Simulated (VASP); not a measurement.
# Ge (P6_3/mmc) in VASP: further runs, part 2 of 2

VASP 6.6.1.

## 3. Single point, RPBE

This run uses another cell than the first one, of 20.02 Å³/atom.

Input file INCAR:

```
SYSTEM = Ge
PREC = Accurate ; ENCUT = 520
EDIFF = 1E-6 ; ISMEAR = -1
SIGMA = 0.1 ; LREAL = .False.
LASPH = .True. ; NELM = 60
ALGO = Normal ; ISIF = 2
LWAVE = .False. ; LCHARG = .True.
GGA = RP ; LELF = .True.
LVHAR = .True. ; NBANDS = 36
```

Input file KPOINTS:

```
regular mesh
0
Gamma
  12 12 4
  0 0 0
```

Input file POSCAR:

```
Ge
1.0
    3.0437414094      0.0000000000      0.0000000000
   -1.5218707047      2.6359573831      0.0000000000
    0.0000000000      0.0000000000      9.9804663355
Ge
4
Direct
    0.0000000000      1.0000000000      1.0000000000
    0.0000000000      1.0000000000      0.5000000000
    0.3333333333      0.6666666667      0.2500000000
    0.6666666667      0.3333333333      0.7500000000
```

Potentials or basis: VASP PAW PBE potentials, release 64 (Ge_d).

Launch:

```console
> cat potpaw_PBE.64/Ge_d/POTCAR > POTCAR
> mpirun -np 1 vasp_std > vasp.out
```

OUTCAR:

```text
SYSTEM = Ge
   PREC = Accurate
   ENCUT = 520
   EDIFF = 1E-6
   ISMEAR = -1
   LREAL = .False.
   LASPH = .True.
   NELM = 60
   ISIF = 2
   GGA = RP

 ion  position               nearest neighbor table
   1  0.000  0.000  0.000-
   2  0.000  0.000  0.500-
   3  0.333  0.667  0.250-
   4  0.667  0.333  0.750-

  LATTYP: Found a hexagonal cell.
 ALAT       =     3.0437414094
 C/A-ratio  =     3.2790125681

  Lattice vectors:

 A1 = (   3.0437414094,   0.0000000000,   0.0000000000)
 A2 = (  -1.5218707047,   2.6359573831,   0.0000000000)
 A3 = (   0.0000000000,   0.0000000000,   9.9804663355)

Analysis of symmetry for initial positions (statically):
=====================================================================
 Subroutine PRICEL returns:
 Original cell was already a primitive cell.

 Routine SETGRP: Setting up the symmetry group for a
 hexagonal supercell.

 Subroutine GETGRP returns: Found 24 space group operations
 (whereof 12 operations were pure point group operations)
 out of a pool of 24 trial point group operations.

The static configuration has the point symmetry D_3d.
 The point group associated with its full space group is D_6h.

Analysis of symmetry for dynamics (positions and initial velocities):
=====================================================================
 Subroutine PRICEL returns:
 Original cell was already a primitive cell.

 Routine SETGRP: Setting up the symmetry group for a
 hexagonal supercell.

 Subroutine GETGRP returns: Found 24 space group operations
 (whereof 12 operations were pure point group operations)
 out of a pool of 24 trial point group operations.

The dynamic configuration has the point symmetry D_3d.
 The point group associated with its full space group is D_6h.

 Subroutine INISYM returns: Found 24 space group operations
 (whereof 12 operations are pure point group operations),
 and found     1 'primitive' translations

[... 110 lines left out ...]
   NUPDOWN=      -1.0000    fix difference up-down
   EMIN   =  10.00;   EMAX   =-10.00  energy-range for DOS
   EFERMI =   0.00;   METHOD = LEGACY
   ISMEAR =    -1;   SIGMA  =   0.10  broadening in eV -4-tet -1-fermi 0-gaus
   EFERMI_NEDOS =   21; number of points for ismear=-14 and -15
   IALGO  =     38    algorithm
   IMIX   =      4    mixing-type and parameters
     AMIX     =   0.40;   BMIX     =  1.00
     AMIX_MAG =   1.60;   BMIX_MAG =  1.00
  volume/ion in A,a.u.               =      20.02       135.09
  Fermi-wavevector in a.u.,A,eV,Ry     =   1.453132  2.746022 28.729977  2.111594
  Thomas-Fermi vector in A             =   2.570434
   LORBIT       =      0    0 simple, 1 ext, 2 COOP (PROOUT), +10 PAW based schemes
   GGA     = RP    functional components
   LHFCALC =     F    Hartree Fock is set to
   AEXX    =    0.0000 exact exchange contribution
   IVDW    =     0    specifies the selected vdW correction
   LEPSILON=     F    determine dielectric tensor
   LRPA    =     F    only Hartree local field effects (RPA)
 non-spin polarized calculation
  energy-cutoff  :      520.00
  volume of cell :       80.08
 maximum number of plane-waves:      2186
 NGX is ok and might be reduce to    24
   NGX = 11   NGY = 11   NGZ = 37

 number of electron      56.0000007 magnetization

 Free energy of the ion-electron system (eV)
  ---------------------------------------------------
  ext. energy  EPLUGINS =         0.00000000
  ---------------------------------------------------
  free energy    TOTEN  =       -15.30708105 eV

  energy without entropy =      -15.23225186  energy(sigma->0) =      -15.26966646

 E-fermi :   6.2931     XC(G=0): -10.9026

 val. band max:        6.2756558182   @ k =   0.4167   0.1667   0.0000
 cond. band min:       6.3541963836   @ k =   0.4167   0.1667   0.2500
 fundamental gap:      0.0785405654
 Fermi energy:         6.2930721135

 k-point     1 :       0.0000    0.0000    0.0000
  band No.  band energies     occupation
      1     -18.4979      2.00000
      2     -18.4971      2.00000
      3     -18.4932      2.00000
      4     -18.4932      2.00000
      5     -18.4901      2.00000
      6     -18.4901      2.00000
[... 925 lines left out ...]
     35      11.7324      0.00000
     36      13.0598      0.00000

 [... further k-points ...]
[... 5 lines left out ...]
  --------------------------------------------------------------------------------------
  -------------------------------------------------------------------------------------
  Total       -0.0841625     -0.0841625     -0.0684904      0.0000000      0.0000000      0.0000000
  in kB       -1.6839610     -1.6839610     -1.3703880      0.0000000      0.0000000      0.0000000
  external PRESSURE =      -1.5794367 kB  Pullay stress =       0.0000000 kB

 VOLUME and BASIS-vectors are now :
 -----------------------------------------------------------------------------
  energy-cutoff  :      520.00
  volume of cell :       80.08
      direct lattice vectors                 reciprocal lattice vectors
     3.043741409  0.000000000  0.000000000     0.328543022  0.189684402  0.000000000
    -1.521870705  2.635957383  0.000000000     0.000000000  0.379368804  0.000000000
     0.000000000  0.000000000  9.980466335     0.000000000  0.000000000  0.100195719

 POSITION                                       TOTAL-FORCE (eV/Angst)
 -----------------------------------------------------------------------------------
      0.00000      0.00000      0.00000         0.000000      0.000000      0.000000
      0.00000      0.00000      4.99023         0.000000      0.000000      0.000000
     -0.00000      1.75730      2.49512         0.000000      0.000000     -0.000000
      1.52187      0.87865      7.48535        -0.000000      0.000000      0.000000
 -----------------------------------------------------------------------------------
    total drift:                               -0.000000      0.000000     -0.000000

  FREE ENERGIE OF THE ION-ELECTRON SYSTEM (eV)
  ---------------------------------------------------
  free  energy   TOTEN  =       -15.3070810550 eV

  energy  without entropy=      -15.2322518649  energy(sigma->0) =      -15.26966646
```

stdout:

```text
POSCAR found type information on POSCAR Ge
 POSCAR found :  1 types and       4 ions
 scaLAPACK will be used
 -----------------------------------------------------------------------------
|                                                                             |
|                                                                             |
|     You enforced a specific xc type in the INCAR file but a different       |
|     I HOPE YOU KNOW WHAT YOU ARE DOING!                                     |
|                                                                             |
 -----------------------------------------------------------------------------

 LDA part: xc-table for (Slater+PW92), standard interpolation
 POSCAR, INCAR and KPOINTS ok, starting setup
 FFT: planning ... GRIDC
 FFT: planning ... GRID_SOFT
 FFT: planning ... GRID
 WAVECAR not read
 entering main loop
```

Wall time 4.1 min (1 thread of Intel Xeon 8259CL, shared host); peak memory 0.26 GiB.

What came out:

* Free energy: -15.3071 eV
* Pressure: -0.2 GPa
* Band gap on the k mesh: zero (bands 28 and 29 overlap by 9.41 eV)

Caveat: the PAW data sets were made with another functional, which shifts forces and pressure a little.

The gap in the log of VASP goes by the Fermi energy; the results here count the filled bands.